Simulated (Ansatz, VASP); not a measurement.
Mg3CdSe4: VASP beside Ansatz

```
Mg Cd Se
1.0
     6.03668    0.00000    0.00000
     0.00000    6.03668    0.00000
     0.00000    0.00000    6.03668
Mg Cd Se
3 1 4
Direct
  0.00000 0.50000 0.50000
  0.50000 0.00000 0.50000
  0.50000 0.50000 0.00000
  0.00000 0.00000 0.00000
  0.25613 0.25613 0.74387
  0.25613 0.74387 0.25613
  0.74387 0.25613 0.25613
  0.74387 0.74387 0.74387
```

Alike in both runs: task relaxation of cell and atoms; functional PBE; k mesh 6 × 6 × 6; occupations gaussian, width 0.02 eV; no spin polarisation.

|  | VASP | Ansatz |
| --- | --- | --- |
| version | VASP 6.6.1 | Ansatz 0.2.0 |
| potentials or method | VASP PAW PBE potentials, release 64 (Mg, Cd, Se), cutoff 600 eV | scalar-relativistic, plane waves, PAW |
| valence electrons in the cell | 42 | 114 |

```tsv
	VASP	Ansatz	Ansatz less VASP
gap on the k mesh at the Fermi level, each at its own relaxed structure (eV)	1.93	1.93	+0.008
relaxed volume (Å³/atom)	27.61	27.60	-0.015
relaxed cell length with the largest relative difference (Å)	6.045	6.044	-0.0011
```

VASP's potentials hold 42 valence electrons a cell and Ansatz's 114, so a difference there can come from the potentials and not from the codes.
